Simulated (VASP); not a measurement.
# Sb (R-3m) in VASP: a series of runs

Sb is run at these levels: LDA; tasks: single point.

All numbers are computed with VASP 6.6.1; they aren't measurements. Logs are shortened: lines on timing, memory, paths and dates and some standing lists are left out, and cuts for length are marked.

### 1 The cell of the first run

Symmetry: R-3m, No. 166, trigonal system. Conventional cell: a = 4.301 Å, b = 4.301 Å, c = 11.007 Å, α = 90.00°, β = 90.00°, γ = 120.00°. Sb (site symmetry 3m) has 6 Sb at 2.89 to 3.31 Å within 3.8 Å.

### 2 Single point, LDA (zz strain of -2 %)

The input, INCAR:

```
SYSTEM = Sb
PREC = Accurate ; ENCUT = 520
EDIFF = 1E-6 ; ISMEAR = -1
SIGMA = 0.03 ; LREAL = .FALSE.
LASPH = .TRUE. ; NELM = 100
ALGO = Normal ; ISIF = 2
LWAVE = .FALSE. ; LCHARG = .TRUE.
LELF = .TRUE. ; LVHAR = .TRUE.
NBANDS = 12
```

The input, KPOINTS:

```
Automatic mesh
0
G
  12 12 12
  0 0 0
```

The input, POSCAR:

```
Sb
1.0
    2.1506003320      1.2416496806      3.6691200000
   -2.1506003320      1.2416496806      3.6691200000
    0.0000000000     -2.4832993611      3.6691200000
Sb
2
Direct
    0.2336400000      0.2336400000      0.2336400000
    0.7663600000      0.7663600000      0.7663600000
```

Potentials or basis: VASP PAW LDA potentials, release 64 (Sb).

On the command line:

```sh
> cat potpaw_LDA.64/Sb/POTCAR > POTCAR
> mpirun -np 1 vasp_std > vasp.out
```

OUTCAR:

```text
SYSTEM = Sb
   PREC = Accurate
   ENCUT = 520
   EDIFF = 1E-6
   ISMEAR = -1
   LREAL = .FALSE.
   LASPH = .TRUE.
   NELM = 100
   ISIF = 2

 ion  position               nearest neighbor table
   1  0.234  0.234  0.234-   2 2.89   2 2.89   2 2.89   2 3.31   2 3.31   2 3.31
   2  0.766  0.766  0.766-   1 2.89   1 2.89   1 2.89   1 3.31   1 3.31   1 3.31

  LATTYP: Found a trigonal (rhomboedric) cell.
 ALAT       =     4.4304872522
 COS(alpha) =     0.5287553529

  Lattice vectors:

 A1 = (   2.1506003320,   1.2416496806,   3.6691200000)
 A2 = (  -2.1506003320,   1.2416496806,   3.6691200000)
 A3 = (   0.0000000000,  -2.4832993611,   3.6691200000)

Analysis of symmetry for initial positions (statically):
=====================================================================
 Subroutine PRICEL returns:
 Original cell was already a primitive cell.

 Routine SETGRP: Setting up the symmetry group for a
 trigonal (rhombohedral) supercell.

 Subroutine GETGRP returns: Found 12 space group operations
 (whereof 12 operations were pure point group operations)
 out of a pool of 12 trial point group operations.

The static configuration has the point symmetry D_3d.

Analysis of symmetry for dynamics (positions and initial velocities):
=====================================================================
 Subroutine PRICEL returns:
 Original cell was already a primitive cell.

 Routine SETGRP: Setting up the symmetry group for a
 trigonal (rhombohedral) supercell.

 Subroutine GETGRP returns: Found 12 space group operations
 (whereof 12 operations were pure point group operations)
 out of a pool of 12 trial point group operations.

The dynamic configuration has the point symmetry D_3d.

 Subroutine INISYM returns: Found 12 space group operations
 (whereof 12 operations are pure point group operations),
 and found     1 'primitive' translations

----------------------------------------------------------------------------------------

                                     Primitive cell

  volume of cell :      58.7857

  direct lattice vectors                    reciprocal lattice vectors
     2.150600332  1.241649681  3.669120000     0.232493222  0.134230024  0.090848305
    -2.150600332  1.241649681  3.669120000    -0.232493222  0.134230024  0.090848305
     0.000000000 -2.483299361  3.669120000     0.000000000 -0.268460048  0.090848305

  length of vectors
     4.430487252  4.430487252  4.430487252     0.283415264  0.283415264  0.283415264

  position of ions in fractional coordinates (direct lattice)
     0.233640000  0.233640000  0.233640000
     0.766360000  0.766360000  0.766360000

  ion indices of the primitive-cell ions
   primitive index   ion index
                 1           1
                 2           2

----------------------------------------------------------------------------------------

 KPOINTS: Automatic mesh

Automatic generation of k-mesh.
 Grid dimensions read from file:
 generate k-points for:   12   12   12

 Generating k-lattice:

  Cartesian coordinates                     Fractional coordinates (reciprocal lattice)
     0.019374435  0.011185835  0.007570692     0.083333333 -0.000000000 -0.000000000
    -0.019374435  0.011185835  0.007570692    -0.000000000  0.083333333 -0.000000000
     0.000000000 -0.022371671  0.007570692    -0.000000000 -0.000000000  0.083333333

  Length of vectors
     0.023617939  0.023617939  0.023617939

  Shift w.r.t. Gamma in fractional coordinates (k-lattice)
     0.000000000  0.000000000  0.000000000

 Subroutine IBZKPT returns following result:
 ===========================================

 Found    189 irreducible k-points:

 Following reciprocal coordinates:
            Coordinates               Weight
  0.000000  0.000000  0.000000      1.000000
  0.083333  0.000000  0.000000      6.000000
  0.166667  0.000000  0.000000      6.000000
  0.250000  0.000000  0.000000      6.000000
  0.333333 -0.000000  0.000000      6.000000
  0.416667 -0.000000  0.000000      6.000000
[... 16 lines left out ...]
  0.500000  0.166667  0.000000     12.000000
 -0.416667  0.166667  0.000000     12.000000
 [... further k-points ...]
   k-points           NKPTS =    189   k-points in BZ     NKDIM =    189   number of bands    NBANDS=     12
   number of dos      NEDOS =    301   number of ions     NIONS =      2
   total plane-waves  NPLWV =  46656
   dimension x,y,z NGX =    36 NGY =   36 NGZ =   36
   dimension x,y,z NGXF=    72 NGYF=   72 NGZF=   72
   ions per type =               2
   NGX,Y,Z   is equivalent  to a cutoff of  13.51, 13.51, 13.51 a.u.
   NGXF,Y,Z  is equivalent  to a cutoff of  27.02, 27.02, 27.02 a.u.
 SYSTEM =  Sb
   PREC   = accura    normal or accurate (medium, high low for compatibility)
   ISTART =      0    job   : 0-new  1-cont  2-samecut
   ICHARG =      2    charge: 1-file 2-atom 10-const
   ISPIN  =      1    spin polarized calculation?
   LNONCOLLINEAR =      F non collinear calculations
   LSORBIT =      F    spin-orbit coupling
   LASPH  =      T    aspherical Exc in radial PAW
   ENCUT  =  520.0 eV  38.22 Ry    6.18 a.u.   8.24  8.24  8.24*2*pi/ulx,y,z
   NELM   =    100;   NELMIN=  2; NELMDL= -5     # of ELM steps
   EDIFF  = 0.1E-05   stopping-criterion for ELM
   LREAL  =      F    real-space projection
   EDIFFG = 0.1E-04   stopping-criterion for IOM
   NSW    =      0    number of steps for IOM
   IBRION =     -1    ionic relax: 0-MD 1-quasi-New 2-CG
   NFREE  =      0    steps in history (QN), initial steepest desc. (CG)
   ISIF   =      2    stress and relaxation
   ISYM   =      2    0-nonsym 1-usesym 2-fastsym
   POTIM  = 0.5000    time-step for ionic-motion
   TEBEG  =    0.0;   TEEND  =   0.0 temperature during run
   PSTRESS=    0.0 pullay stress
   NELECT =      10.0000    total number of electrons
   NUPDOWN=      -1.0000    fix difference up-down
   EMIN   =  10.00;   EMAX   =-10.00  energy-range for DOS
   EFERMI =   0.00;   METHOD = LEGACY
   ISMEAR =    -1;   SIGMA  =   0.03  broadening in eV -4-tet -1-fermi 0-gaus
   EFERMI_NEDOS =   21; number of points for ismear=-14 and -15
   IALGO  =     38    algorithm
   IMIX   =      4    mixing-type and parameters
     AMIX     =   0.40;   BMIX     =  1.00
     AMIX_MAG =   1.60;   BMIX_MAG =  1.00
  volume/ion in A,a.u.               =      29.39       198.35
  Fermi-wavevector in a.u.,A,eV,Ry     =   0.907091  1.714153 11.195065  0.822814
  Thomas-Fermi vector in A             =   2.030857
   LORBIT       =      0    0 simple, 1 ext, 2 COOP (PROOUT), +10 PAW based schemes
   GGA     = CA    functional components
   LHFCALC =     F    Hartree Fock is set to
   AEXX    =    0.0000 exact exchange contribution
   IVDW    =     0    specifies the selected vdW correction
   LEPSILON=     F    determine dielectric tensor
   LRPA    =     F    only Hartree local field effects (RPA)
 non-spin polarized calculation
  energy-cutoff  :      520.00
  volume of cell :       58.79
 maximum number of plane-waves:      1597
 NGX is ok and might be reduce to    36
   NGX = 17   NGY = 17   NGZ = 17

 number of electron      10.0000000 magnetization

 Free energy of the ion-electron system (eV)
  ---------------------------------------------------
  ext. energy  EPLUGINS =         0.00000000
  ---------------------------------------------------
  free energy    TOTEN  =        -9.62148789 eV

  energy without entropy =       -9.62122056  energy(sigma->0) =       -9.62135423

 E-fermi :   7.4120     XC(G=0):  -9.8334

 val. band max:        7.2913948608   @ k =   0.4167   0.0833   0.0833
 cond. band min:       7.4153215633   @ k =  -0.4167   0.5000   0.4167
 fundamental gap:      0.1239267025
 Fermi energy:         7.4119831511

 k-point     1 :       0.0000    0.0000    0.0000
  band No.  band energies     occupation
      1      -5.4575      2.00000
      2       2.7666      2.00000
      3       5.5266      2.00000
      4       5.5627      2.00000
      5       5.5627      2.00000
      6       9.5731      0.00000
      7      10.2171      0.00000
      8      10.2171      0.00000
      9      12.4575      0.00000
     10      12.4575      0.00000
     11      12.7576      0.00000
     12      13.9525      0.00000

 k-point     2 :       0.0833    0.0000    0.0000
  band No.  band energies     occupation
      1      -5.3795      2.00000
      2       2.3699      2.00000
      3       5.5300      2.00000
      4       5.5483      2.00000
      5       5.7712      2.00000
      6       9.5244      0.00000
      7      10.0127      0.00000
      8      10.0276      0.00000
      9      12.1350      0.00000
     10      12.4531      0.00000
     11      12.5704      0.00000
     12      14.5175      0.00000

 k-point     3 :       0.1667    0.0000    0.0000
  band No.  band energies     occupation
      1      -5.1464      2.00000
      2       1.4735      2.00000
      3       5.5160      2.00000
      4       5.5300      2.00000
      5       6.1509      2.00000
      6       9.2415      0.00000
      7       9.5291      0.00000
      8       9.5307      0.00000
      9      11.9388      0.00000
     10      12.5916      0.00000
     11      12.7196      0.00000
     12      15.6718      0.00000
[... 286 lines left out ...]
 k-point    23 :       0.5000    0.1667    0.0000
  band No.  band energies     occupation
      1      -3.1692      2.00000
      2      -1.7918      2.00000
      3       3.8362      2.00000
      4       4.9316      2.00000
      5       5.5374      2.00000
      6       8.9702      0.00000
      7       9.1980      0.00000
      8      10.3155      0.00000
      9      12.8839      0.00000
     10      15.5400      0.00000
     11      16.3196      0.00000
     12      16.5942      0.00000

 k-point    24 :      -0.4167    0.1667    0.0000
  band No.  band energies     occupation
      1      -2.8862      2.00000
      2      -2.1384      2.00000
      3       3.6446      2.00000
      4       5.2660      2.00000
      5       5.7573      2.00000
      6       8.4760      0.00000
      7       8.8342      0.00000
      8      10.6221      0.00000
      9      13.9965      0.00000
     10      14.4752      0.00000
     11      15.0517      0.00000
     12      17.6980      0.00000

 [... further k-points ...]

------------------------ aborting loop because EDIFF is reached ----------------------------------------

  FORCE on cell =-STRESS in cart. coord.  units (eV):
  Direction    XX          YY          ZZ          XY          YZ          ZX
  --------------------------------------------------------------------------------------
  -------------------------------------------------------------------------------------
  Total        0.1710307      0.1710307      0.2231609     -0.0000000      0.0000000      0.0000000
  in kB        4.6613608      4.6613608      6.0821441     -0.0000000      0.0000000      0.0000000
  external PRESSURE =       5.1349552 kB  Pullay stress =       0.0000000 kB

 VOLUME and BASIS-vectors are now :
 -----------------------------------------------------------------------------
  energy-cutoff  :      520.00
  volume of cell :       58.79
      direct lattice vectors                 reciprocal lattice vectors
     2.150600332  1.241649681  3.669120000     0.232493222  0.134230024  0.090848305
    -2.150600332  1.241649681  3.669120000    -0.232493222  0.134230024  0.090848305
     0.000000000 -2.483299361  3.669120000     0.000000000 -0.268460048  0.090848305

 POSITION                                       TOTAL-FORCE (eV/Angst)
 -----------------------------------------------------------------------------------
      0.00000      0.00000      2.57176         0.000000      0.000000      0.274665
      0.00000      0.00000      8.43560         0.000000     -0.000000     -0.274665
 -----------------------------------------------------------------------------------
    total drift:                                0.000000     -0.000000      0.000000

  FREE ENERGIE OF THE ION-ELECTRON SYSTEM (eV)
  ---------------------------------------------------
  free  energy   TOTEN  =        -9.6214878897 eV

  energy  without entropy=       -9.6212205610  energy(sigma->0) =       -9.62135423
```

Run time: 3.1 min. Hardware: 1 thread of Intel Xeon 8259CL, shared host; peak memory 0.25 GiB.

What came out:

* Free energy: -9.6215 eV
* Pressure: 0.5 GPa
* Largest force: 0.275 eV/Å
* Band gap on the k mesh: zero (bands 5 and 6 overlap by 0.27 eV)

Forces in eV/Å, atoms in the order of the input:
```
Sb   0.000  0.000  0.275
Sb   0.000  0.000 -0.275
```

Stress tensor (GPa, compression positive):
```
0.47 0.00 0.00
0.00 0.47 0.00
0.00 0.00 0.61
```

Levels at points of the mesh, in eV from the Fermi level:
```tsv
k point	band 1	band 2	band 3	band 4	band 5	band 6	band 7	band 8	band 9	band 10
(0.00, 0.00, 0.00)	-12.87	-4.65	-1.89	-1.85	-1.85	2.16	2.81	2.81	5.05	5.05
(0.50, 0.00, 0.00)	-10.46	-9.73	-1.91	-1.65	-0.21	-0.18	0.37	0.51	7.83	8.57
(0.50, 0.50, 0.00)	-10.43	-8.00	-5.51	-3.77	-3.72	1.51	5.16	5.66	7.23	8.72
(0.50, 0.50, 0.50)	-11.22	-9.01	-1.35	-1.35	-0.58	0.07	0.07	1.13	7.18	8.75
```

Caveat: the cell differs from its parent crystal (zz strain of -2 %); spin-orbit coupling is left out, which moves the levels of the heavy elements.

### 3 Single point, LDA (zz strain of -1 %)

The input, INCAR:

```
SYSTEM = Sb
PREC = Accurate
ENCUT = 520
EDIFF = 1E-6
ISMEAR = -1
SIGMA = 0.03
LREAL = .False.
LASPH = .True.
NELM = 80
ALGO = Normal
ISIF = 2
LWAVE = .False.
LCHARG = .False.
GGA = CA
NBANDS = 12
```

The input, KPOINTS:

```
regular mesh
0
Gamma
  12 12 12
  0 0 0
```

The input, POSCAR:

```
Sb
1.0
    2.1506003320      1.2416496806      3.7065600000
   -2.1506003320      1.2416496806      3.7065600000
    0.0000000000     -2.4832993611      3.7065600000
Sb
2
Direct
    0.2336400000      0.2336400000      0.2336400000
    0.7663600000      0.7663600000      0.7663600000
```

Potentials or basis: VASP PAW LDA potentials, release 64 (Sb).

On the command line:

```sh
> cat potpaw_LDA.64/Sb/POTCAR > POTCAR
> mpirun -np 1 vasp_std > vasp.out
```

It took 2.5 min on 1 thread of Intel Xeon 8259CL, shared host; peak memory 0.25 GiB.

It converged, with:

```yaml
Free_energy: -9.6223 eV
Pressure: 0.0 GPa
Largest_force: 0.208 eV/Å
Band_gap_on_the_k_mesh: zero (bands 5 and 6 overlap by 0.28 eV)
```

Forces in eV/Å, atoms in the order of the input:
```
Sb   0.000  0.000  0.208
Sb   0.000  0.000 -0.208
```

Stress tensor (GPa, compression positive):
```
 0.03  0.00  0.00
 0.00  0.03  0.00
 0.00  0.00 -0.16
```

Levels at points of the mesh, in eV from the Fermi level:
| k point | band 1 | band 2 | band 3 | band 4 | band 5 | band 6 | band 7 | band 8 | band 9 | band 10 |
| --- | --- | --- | --- | --- | --- | --- | --- | --- | --- | --- |
| (0.00, 0.00, 0.00) | -12.83 | -4.75 | -1.98 | -1.83 | -1.83 | 2.11 | 2.74 | 2.74 | 5.05 | 5.05 |
| (0.50, 0.00, 0.00) | -10.44 | -9.72 | -1.93 | -1.73 | -0.24 | -0.22 | 0.26 | 0.50 | 7.68 | 8.36 |
| (0.50, 0.50, 0.00) | -10.42 | -8.03 | -5.49 | -3.75 | -3.73 | 1.51 | 5.04 | 5.57 | 7.07 | 8.65 |
| (0.50, 0.50, 0.50) | -11.24 | -9.02 | -1.33 | -1.33 | -0.56 | 0.09 | 0.09 | 1.12 | 7.07 | 8.66 |

Caveat: the cell differs from its parent crystal (zz strain of -1 %); spin-orbit coupling is left out, which moves the levels of the heavy elements.

### 4 Single point, LDA (zz strain of +1 %)

The input, INCAR:

```
SYSTEM = Sb
PREC = Accurate ; ENCUT = 520
EDIFF = 1E-7 ; ISMEAR = -1
SIGMA = 0.03 ; LREAL = .FALSE.
LASPH = .TRUE. ; NELM = 80
ALGO = Normal ; ISIF = 2
LWAVE = .FALSE. ; LCHARG = .TRUE.
GGA = CA ; LELF = .TRUE.
LVHAR = .TRUE. ; NBANDS = 12
```

The input, KPOINTS:

```
regular mesh
0
G
  12 12 12
  0 0 0
```

The input, POSCAR:

```
Sb
1.0
    2.1506003320      1.2416496806      3.7814400000
   -2.1506003320      1.2416496806      3.7814400000
    0.0000000000     -2.4832993611      3.7814400000
Sb
2
Direct
    0.2336400000      0.2336400000      0.2336400000
    0.7663600000      0.7663600000      0.7663600000
```

On the command line:

```sh
> cat potpaw_LDA.64/Sb/POTCAR > POTCAR
> mpirun -np 1 vasp_std > vasp.out
```

Wall time 2.7 min (1 thread of Intel Xeon 8259CL, shared host); peak memory 0.25 GiB.

Results (log left out):

```
Free energy            : -9.6157 eV
Pressure               : -1.1 GPa
Largest force          : 0.069 eV/Å
Band gap on the k mesh : zero (bands 5 and 6 overlap by 0.27 eV)
```

Forces on the atoms (eV/Å):
```
Sb   0.000  0.000  0.069
Sb   0.000  0.000 -0.069
```

Stress tensor (GPa, compression positive):
```
-0.78  0.00  0.00
 0.00 -0.78  0.00
 0.00  0.00 -1.59
```

Levels at points of the mesh, in eV from the Fermi level:
```
           k point  band 1  band 2  band 3  band 4  band 5  band 6  band 7  band 8  band 9  band 10
(0.00, 0.00, 0.00)  -12.71   -4.91   -2.10   -1.74   -1.74    2.06    2.67    2.67    5.13     5.13
(0.50, 0.00, 0.00)  -10.36   -9.63   -1.90   -1.84   -0.27   -0.23    0.13    0.52    7.45     8.02
(0.50, 0.50, 0.00)  -10.37   -8.03   -5.40   -3.74   -3.59    1.56    4.86    5.46    6.80     8.56
(0.50, 0.50, 0.50)  -11.21   -8.99   -1.25   -1.25   -0.48    0.18    0.18    1.16    6.90     8.54
```

Caveat: the cell differs from its parent crystal (zz strain of +1 %); spin-orbit coupling is left out, which moves the levels of the heavy elements.

### 5 Single point, LDA (zz strain of +2 %)

The input, INCAR:

```
PREC = Accurate ; ENCUT = 520
EDIFF = 1E-6 ; ISMEAR = -1
SIGMA = 0.03 ; LREAL = F
LASPH = T ; NELM = 80
ALGO = Normal ; ISIF = 2
LWAVE = F ; LCHARG = T
GGA = CA ; LELF = T
LVHAR = T ; NBANDS = 12
```

The input, KPOINTS:

```
regular mesh
0
Gamma
  12 12 12
```

The input, POSCAR:

```
Sb
1.0
    2.1506003320      1.2416496806      3.8188800000
   -2.1506003320      1.2416496806      3.8188800000
    0.0000000000     -2.4832993611      3.8188800000
Sb
2
Direct
    0.2336400000      0.2336400000      0.2336400000
    0.7663600000      0.7663600000      0.7663600000
```

On the command line:

```sh
> cat potpaw_LDA.64/Sb/POTCAR > POTCAR
> mpirun -np 1 vasp_std > vasp.out
```

It took 2.5 min on 1 thread of Intel Xeon 8259CL, shared host; peak memory 0.25 GiB.

The run converged. Its results:

```
Free energy            : -9.6084 eV
Pressure               : -1.5 GPa
Band gap on the k mesh : zero (bands 5 and 6 overlap by 0.26 eV)
```

Stress tensor (GPa, compression positive):
```
-1.15  0.00  0.00
 0.00 -1.15  0.00
 0.00  0.00 -2.26
```

Levels at points of the mesh, in eV from the Fermi level:
```csv
k point,band 1,band 2,band 3,band 4,band 5,band 6,band 7,band 8,band 9,band 10
"(0.00, 0.00, 0.00)",-12.63,-4.97,-2.14,-1.68,-1.68,2.06,2.65,2.65,5.18,5.18
"(0.50, 0.00, 0.00)",-10.31,-9.57,-1.88,-1.87,-0.27,-0.23,0.08,0.55,7.35,7.87
"(0.50, 0.50, 0.00)",-10.32,-8.02,-5.34,-3.72,-3.51,1.60,4.78,5.41,6.67,8.52
"(0.50, 0.50, 0.50)",-11.19,-8.96,-1.20,-1.20,-0.43,0.24,0.24,1.19,6.84,8.50
```

Caveat: the cell differs from its parent crystal (zz strain of +2 %); spin-orbit coupling is left out, which moves the levels of the heavy elements.

### 6 Overview

```tsv
cell	gap on the mesh (eV)	pressure (GPa)	largest force (eV/Å)
a = 4.430 Å, angles 58.1°, 2 atoms	none	0.5	0.27
a = 4.462 Å, angles 57.6°, 2 atoms	none	0.0	0.21
a = 4.524 Å, angles 56.8°, 2 atoms	none	-1.1	0.07
a = 4.555 Å, angles 56.3°, 2 atoms	none	-1.5	-
```

Alike in all rows: task single point; level LDA; potentials or basis VASP PAW LDA potentials, release 64 (Sb); no spin polarisation; k mesh 12 × 12 × 12; cutoff (eV) 520; smearing fermi-dirac 0.03 eV.

Caveats: spin-orbit coupling is left out, which moves the levels of the heavy elements.

Total energies depend on the potentials used, so only differences within one code and one set of settings carry meaning.
